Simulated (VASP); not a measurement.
# TaN (I4/mmm) in VASP: notebook

TaN is run at these levels: r2SCAN; tasks: single point.

Program: VASP 6.6.1. These are calculated values, not measurements. Logs are shortened: lines on timing, memory, paths and dates and some standing lists are left out, and cuts for length are marked.

## Step 1: The cell of the first run

The structure is tetragonal, space group I4/mmm (No. 139). The conventional cell has a = 3.082 Å, b = 3.082 Å, c = 4.434 Å, α = 90.00°, β = 90.00°, γ = 90.00°. Within 2.9 Å of Ta (site symmetry 4/mmm) lie 6 N at 2.18 to 2.22 Å. Within 2.9 Å of N (site symmetry 4/mmm) lie 6 Ta at 2.18 to 2.22 Å.

## Step 2: Single point, r2SCAN (strain +0.0175 x Voigt [0, 1, 0, 0, 0, 0])

Input file POSCAR:

```
TaN
1.0
    0.0000000000      2.2171325000      2.1790000000
    2.1790000000      0.0000000000      2.1790000000
    2.1790000000      2.2171325000      0.0000000000
Ta N
1 1
Direct
    0.5000000000      0.5000000000      0.5000000000
    0.0000000000      0.0000000000      0.0000000000
```

Input file INCAR.step1:

```
SYSTEM = TaN
PREC = Accurate
ENCUT = 770
ISMEAR = 0
SIGMA = 0.15
LREAL = .FALSE.
LASPH = .TRUE.
NELM = 120
NBANDS = 16
GGA = PE
ALGO = Normal
EDIFF = 1E-5
LWAVE = .TRUE.
LCHARG = .FALSE.
GGA_COMPAT = .FALSE.
```

Input file INCAR.step2:

```
SYSTEM = TaN
PREC = Accurate
ENCUT = 770
EDIFF = 1E-6
ISMEAR = 0
SIGMA = 0.15
LREAL = .FALSE.
LASPH = .TRUE.
NELM = 120
ALGO = Normal
ISIF = 2
LWAVE = .FALSE.
LCHARG = .FALSE.
METAGGA = R2SCAN
LMIXTAU = .TRUE.
NBANDS = 16
ISTART = 1
GGA_COMPAT = .FALSE.
```

Input file KPOINTS:

```
regular mesh
0
G
  18 18 18
  0 0 0
```

Potentials or basis: VASP PAW PBE potentials, release 64 (Ta_sv_GW, N).

Started as:

```
$ cat potpaw_PBE.64/Ta_sv_GW/POTCAR potpaw_PBE.64/N/POTCAR > POTCAR
$ cp INCAR.step1 INCAR
$ mpirun -np 1 vasp_std > vasp.out
$ cp INCAR.step2 INCAR
$ mpirun -np 1 vasp_std > vasp.out
```

OUTCAR:

```text
SYSTEM = TaN
   PREC = Accurate
   ENCUT = 770
   EDIFF = 1E-6
   ISMEAR = 0
   LREAL = .FALSE.
   LASPH = .TRUE.
   NELM = 120
   ISIF = 2
   METAGGA = R2SCAN
   ISTART = 1

 ion  position               nearest neighbor table
   1  0.500  0.500  0.500-   2 2.18   2 2.18   2 2.18   2 2.18   2 2.22   2 2.22
   2  0.000  0.000  0.000-   1 2.18   1 2.18   1 2.18   1 2.18   1 2.22   1 2.22

  LATTYP: Found a body centered tetragonal cell.
 ALAT       =     3.0815713524
 C/A-ratio  =     1.4389622997

  Lattice vectors:

 A1 = (   0.0000000000,  -2.2171325000,   2.1790000000)
 A2 = (   0.0000000000,  -2.2171325000,  -2.1790000000)
 A3 = (   2.1790000000,   2.2171325000,   0.0000000000)

Analysis of symmetry for initial positions (statically):
=====================================================================
 Subroutine PRICEL returns:
 Original cell was already a primitive cell.

 Routine SETGRP: Setting up the symmetry group for a
 body centered tetragonal supercell.

 Subroutine GETGRP returns: Found 16 space group operations
 (whereof 16 operations were pure point group operations)
 out of a pool of 16 trial point group operations.

The static configuration has the point symmetry D_4h.

Analysis of symmetry for dynamics (positions and initial velocities):
=====================================================================
 Subroutine PRICEL returns:
 Original cell was already a primitive cell.

 Routine SETGRP: Setting up the symmetry group for a
 body centered tetragonal supercell.

 Subroutine GETGRP returns: Found 16 space group operations
 (whereof 16 operations were pure point group operations)
 out of a pool of 16 trial point group operations.

The dynamic configuration has the point symmetry D_4h.

 Subroutine INISYM returns: Found 16 space group operations
 (whereof 16 operations are pure point group operations),
 and found     1 'primitive' translations

----------------------------------------------------------------------------------------

                                     Primitive cell

  volume of cell :      21.0541

  direct lattice vectors                    reciprocal lattice vectors
     0.000000000  2.217132500  2.179000000    -0.229463056  0.225516517  0.229463056
     2.179000000  0.000000000  2.179000000     0.229463056 -0.225516517  0.229463056
     2.179000000  2.217132500  0.000000000     0.229463056  0.225516517 -0.229463056

  length of vectors
     3.108652043  3.081571352  3.108652043     0.395176275  0.395176275  0.395176275

  position of ions in fractional coordinates (direct lattice)
     0.500000000  0.500000000  0.500000000
     0.000000000  0.000000000  0.000000000

  ion indices of the primitive-cell ions
   primitive index   ion index
                 1           1
                 2           2

----------------------------------------------------------------------------------------

 KPOINTS: regular mesh

Automatic generation of k-mesh.
 Grid dimensions read from file:
 generate k-points for:   18   18   18

 Generating k-lattice:

  Cartesian coordinates                     Fractional coordinates (reciprocal lattice)
    -0.012747948  0.012528695  0.012747948     0.055555556  0.000000000 -0.000000000
     0.012747948 -0.012528695  0.012747948     0.000000000  0.055555556  0.000000000
     0.012747948  0.012528695 -0.012747948    -0.000000000  0.000000000  0.055555556

  Length of vectors
     0.021954237  0.021954237  0.021954237

  Shift w.r.t. Gamma in fractional coordinates (k-lattice)
     0.000000000  0.000000000  0.000000000

 Subroutine IBZKPT returns following result:
 ===========================================

 Found    480 irreducible k-points:

 Following reciprocal coordinates:
            Coordinates               Weight
  0.000000  0.000000  0.000000      1.000000
  0.055556  0.000000  0.000000      8.000000
  0.111111  0.000000  0.000000      8.000000
  0.166667  0.000000  0.000000      8.000000
  0.222222  0.000000 -0.000000      8.000000
  0.277778  0.000000 -0.000000      8.000000
[... 16 lines left out ...]
 -0.277778  0.055556  0.000000     16.000000
 -0.222222  0.055556  0.000000     16.000000
 [... further k-points ...]
   k-points           NKPTS =    480   k-points in BZ     NKDIM =    480   number of bands    NBANDS=     16
   number of dos      NEDOS =    301   number of ions     NIONS =      2
   total plane-waves  NPLWV =  21952
   dimension x,y,z NGX =    28 NGY =   28 NGZ =   28
   dimension x,y,z NGXF=    56 NGYF=   56 NGZF=   56
   ions per type =               1   1
   NGX,Y,Z   is equivalent  to a cutoff of  14.97, 15.11, 14.97 a.u.
   NGXF,Y,Z  is equivalent  to a cutoff of  29.95, 30.21, 29.95 a.u.
 SYSTEM =  TaN
   PREC   = accura    normal or accurate (medium, high low for compatibility)
   ISTART =      1    job   : 0-new  1-cont  2-samecut
   ICHARG =      0    charge: 1-file 2-atom 10-const
   ISPIN  =      1    spin polarized calculation?
   LNONCOLLINEAR =      F non collinear calculations
   LSORBIT =      F    spin-orbit coupling
   LASPH  =      T    aspherical Exc in radial PAW
   ENCUT  =  770.0 eV  56.59 Ry    7.52 a.u.   7.03  6.97  7.03*2*pi/ulx,y,z
   NELM   =    120;   NELMIN=  2; NELMDL=  0     # of ELM steps
   EDIFF  = 0.1E-05   stopping-criterion for ELM
   LREAL  =      F    real-space projection
   EDIFFG = 0.1E-04   stopping-criterion for IOM
   NSW    =      0    number of steps for IOM
   IBRION =     -1    ionic relax: 0-MD 1-quasi-New 2-CG
   NFREE  =      0    steps in history (QN), initial steepest desc. (CG)
   ISIF   =      2    stress and relaxation
   ISYM   =      2    0-nonsym 1-usesym 2-fastsym
   POTIM  = 0.5000    time-step for ionic-motion
   TEBEG  =    0.0;   TEEND  =   0.0 temperature during run
   PSTRESS=    0.0 pullay stress
   NELECT =      18.0000    total number of electrons
   NUPDOWN=      -1.0000    fix difference up-down
   EMIN   =  10.00;   EMAX   =-10.00  energy-range for DOS
   EFERMI =   0.00;   METHOD = LEGACY
   ISMEAR =     0;   SIGMA  =   0.15  broadening in eV -4-tet -1-fermi 0-gaus
   EFERMI_NEDOS =   21; number of points for ismear=-14 and -15
   IALGO  =     38    algorithm
   IMIX   =      4    mixing-type and parameters
     AMIX     =   0.40;   BMIX     =  1.00
     AMIX_MAG =   1.60;   BMIX_MAG =  1.00
  volume/ion in A,a.u.               =      10.53        71.04
  Fermi-wavevector in a.u.,A,eV,Ry     =   1.553771  2.936201 32.847237  2.414204
  Thomas-Fermi vector in A             =   2.657953
   LORBIT       =      0    0 simple, 1 ext, 2 COOP (PROOUT), +10 PAW based schemes
   METAGGA = R2SCAN    functional components
   LHFCALC =     F    Hartree Fock is set to
   AEXX    =    0.0000 exact exchange contribution
   IVDW    =     0    specifies the selected vdW correction
   LEPSILON=     F    determine dielectric tensor
   LRPA    =     F    only Hartree local field effects (RPA)
 non-spin polarized calculation
 Gauss-broadening in eV      SIGMA  =   0.15
  energy-cutoff  :      770.00
  volume of cell :       21.05
 maximum number of plane-waves:      1038
   NGX = 13   NGY = 13   NGZ = 13

 number of electron      18.0000000 magnetization

 Free energy of the ion-electron system (eV)
  ---------------------------------------------------
  ext. energy  EPLUGINS =         0.00000000
  ---------------------------------------------------
  free energy    TOTEN  =       -62.19986825 eV

  energy without entropy =      -62.19083720  energy(sigma->0) =      -62.19535273

 E-fermi :  14.0411     XC(G=0): -14.8271

 val. band max:       14.0347416171   @ k =   0.2778   0.0556  -0.0000
 cond. band min:      14.0448719778   @ k =   0.2222   0.1111  -0.0000
 fundamental gap:      0.0101303607
 Fermi energy:        14.0411055329

 k-point     1 :       0.0000    0.0000    0.0000
  band No.  band energies     occupation
      1     -57.6162      2.00000
      2     -23.1005      2.00000
      3     -23.0877      2.00000
      4     -23.0877      2.00000
      5      -6.0568      2.00000
      6       9.7946      2.00000
[... 8 lines left out ...]
     15      23.7127      0.00000
     16      38.6778      0.00000

 k-point     2 :       0.0556    0.0000    0.0000
  band No.  band energies     occupation
      1     -57.6143      2.00000
      2     -23.1230      2.00000
      3     -23.0980      2.00000
      4     -23.0899      2.00000
      5      -5.9798      2.00000
      6       9.4216      2.00000
[... 8 lines left out ...]
     15      23.9507      0.00000
     16      37.6153      0.00000

 k-point     3 :       0.1111    0.0000    0.0000
  band No.  band energies     occupation
      1     -57.6089      2.00000
      2     -23.2068      2.00000
      3     -23.1076      2.00000
      4     -23.0963      2.00000
      5      -5.7554      2.00000
      6       8.5298      2.00000
[... 8 lines left out ...]
     15      24.6213      0.00000
     16      35.6955      0.00000

 k-point     4 :       0.1667    0.0000    0.0000
  band No.  band energies     occupation
      1     -57.6007      2.00000
      2     -23.3342      2.00000
      3     -23.1207      2.00000
      4     -23.1060      2.00000
      5      -5.4034      2.00000
      6       7.4805      2.00000
[... 8 lines left out ...]
     15      25.5813      0.00000
     16      33.8131      0.00000
[... 324 lines left out ...]
 k-point    22 :      -0.3333    0.0556   -0.0000
  band No.  band energies     occupation
      1     -57.5657      2.00000
      2     -23.8238      2.00000
      3     -23.1881      2.00000
      4     -23.1543      2.00000
      5      -3.7795      2.00000
      6       4.2714      2.00000
[... 8 lines left out ...]
     15      26.4936      0.00000
     16      28.6867      0.00000

 k-point    23 :      -0.2778    0.0556    0.0000
  band No.  band energies     occupation
      1     -57.5752      2.00000
      2     -23.6905      2.00000
      3     -23.1759      2.00000
      4     -23.1394      2.00000
      5      -4.2671      2.00000
      6       5.0645      2.00000
[... 8 lines left out ...]
     15      26.8575      0.00000
     16      29.8482      0.00000

 k-point    24 :      -0.2222    0.0556    0.0000
  band No.  band energies     occupation
      1     -57.5858      2.00000
      2     -23.5393      2.00000
      3     -23.1605      2.00000
      4     -23.1241      2.00000
      5      -4.7654      2.00000
      6       5.9760      2.00000
[... 8 lines left out ...]
     15      26.8416      0.00000
     16      30.9147      0.00000

 [... further k-points ...]
[... 5 lines left out ...]
  --------------------------------------------------------------------------------------
  -------------------------------------------------------------------------------------
  Total        0.9351273     -0.4909745      0.9351273     -0.0000000      0.0000000      0.0000000
  in kB       71.1615199    -37.3622868     71.1615199     -0.0000000      0.0000000      0.0000000
  external PRESSURE =      34.9869176 kB  Pullay stress =       0.0000000 kB

 VOLUME and BASIS-vectors are now :
 -----------------------------------------------------------------------------
  energy-cutoff  :      770.00
  volume of cell :       21.05
      direct lattice vectors                 reciprocal lattice vectors
     0.000000000  2.217132500  2.179000000    -0.229463056  0.225516517  0.229463056
     2.179000000  0.000000000  2.179000000     0.229463056 -0.225516517  0.229463056
     2.179000000  2.217132500  0.000000000     0.229463056  0.225516517 -0.229463056

 POSITION                                       TOTAL-FORCE (eV/Angst)
 -----------------------------------------------------------------------------------
      2.17900      2.21713      2.17900        -0.000000      0.000000     -0.000000
      0.00000      0.00000      0.00000         0.000000     -0.000000      0.000000
 -----------------------------------------------------------------------------------
    total drift:                                0.000000      0.000000      0.000000

  FREE ENERGIE OF THE ION-ELECTRON SYSTEM (eV)
  ---------------------------------------------------
  free  energy   TOTEN  =       -62.1998682549 eV

  energy  without entropy=      -62.1908371980  energy(sigma->0) =      -62.19535273
```

Wall time 9.4 min (1 thread of AMD EPYC 9R45 (Zen 5), shared host); peak memory 0.4 GiB.

What came out:

* Free energy: -62.1999 eV
* Pressure: 3.5 GPa
* Band gap on the k mesh: zero (bands 9 and 10 overlap by 4.01 eV)

Levels at points of the mesh, in eV from the Fermi level:
| k point | band 6 | band 7 | band 8 | band 9 | band 10 | band 11 | band 12 | band 13 |
| --- | --- | --- | --- | --- | --- | --- | --- | --- |
| (0.00, 0.00, 0.00) | -4.25 | -4.18 | -4.18 | -2.34 | -2.12 | -2.12 | -0.02 | 0.28 |
| (0.50, 0.00, 0.00) | -10.92 | -8.07 | -8.07 | 1.89 | 2.00 | 2.11 | 4.04 | 7.69 |
| (0.50, 0.50, 0.00) | -7.06 | -5.70 | -5.10 | -5.04 | 2.26 | 3.48 | 3.73 | 4.87 |
| (0.50, 0.00, 0.50) | -7.25 | -5.66 | -4.99 | -4.99 | 2.26 | 3.59 | 3.59 | 4.78 |

Caveat: the cell differs from its parent crystal (strain +0.0175 x Voigt [0, 1, 0, 0, 0, 0]); the stress differs along the axes, from -4 to 7 GPa; the PAW data sets were made with another functional, which shifts forces and pressure a little; spin-orbit coupling is left out, which moves the levels of the heavy elements.

## Step 3: Single point, r2SCAN (strain +0.0100 x Voigt [0, 1, 0, 0, 0, 0])

Input file POSCAR:

```
TaN
1.0
    0.0000000000      2.2007900000      2.1790000000
    2.1790000000      0.0000000000      2.1790000000
    2.1790000000      2.2007900000      0.0000000000
Ta N
1 1
Direct
    0.5000000000      0.5000000000      0.5000000000
    0.0000000000      0.0000000000      0.0000000000
```

Input file INCAR.step1:

```
PREC = Accurate
ENCUT = 770
ISMEAR = 0
SIGMA = 0.15
LREAL = F
LASPH = T
NELM = 120
NBANDS = 16
GGA = PE
ALGO = Normal
EDIFF = 1E-5
LWAVE = T
LCHARG = F
GGA_COMPAT = F
```

Input file INCAR.step2:

```
PREC = Accurate
ENCUT = 770
EDIFF = 1E-6
ISMEAR = 0
SIGMA = 0.15
LREAL = F
LASPH = T
NELM = 120
ALGO = Normal
ISIF = 2
LWAVE = F
LCHARG = F
METAGGA = R2SCAN
LMIXTAU = T
NBANDS = 16
ISTART = 1
GGA_COMPAT = F
```

Input file KPOINTS:

```
regular mesh
0
Gamma
  18 18 18
```

Potentials or basis: VASP PAW PBE potentials, release 64 (Ta_sv_GW, N).

Started as:

```
$ cat potpaw_PBE.64/Ta_sv_GW/POTCAR potpaw_PBE.64/N/POTCAR > POTCAR
$ cp INCAR.step1 INCAR
$ mpirun -np 1 vasp_std > vasp.out
$ cp INCAR.step2 INCAR
$ mpirun -np 1 vasp_std > vasp.out
```

Run time: 8.3 min. Hardware: 1 thread of Intel Xeon Platinum 8488C (Sapphire Rapids), shared host; peak memory 0.43 GiB.

The run converged. Its results:

```
Free energy            : -62.2008 eV
Pressure               : 6.1 GPa
Band gap on the k mesh : zero (bands 9 and 10 overlap by 4.11 eV)
```

Stress tensor (GPa, compression positive):
```
8.25 0.00 0.00
0.00 1.75 0.00
0.00 0.00 8.25
```

Levels at points of the mesh, in eV from the Fermi level:
```tsv
k point	band 7	band 8	band 9	band 10	band 11	band 12
(0.00, 0.00, 0.00)	-4.21	-4.21	-2.30	-2.18	-2.18	0.07
(0.50, 0.00, 0.00)	-8.12	-8.12	1.94	2.01	2.12	4.07
(0.50, 0.50, 0.00)	-5.74	-5.10	-5.06	2.29	3.57	3.72
(0.50, 0.00, 0.50)	-5.73	-5.03	-5.03	2.29	3.64	3.64
```

Caveat: the cell differs from its parent crystal (strain +0.0100 x Voigt [0, 1, 0, 0, 0, 0]); the stress differs along the axes, from 2 to 8 GPa; the PAW data sets were made with another functional, which shifts forces and pressure a little; spin-orbit coupling is left out, which moves the levels of the heavy elements.
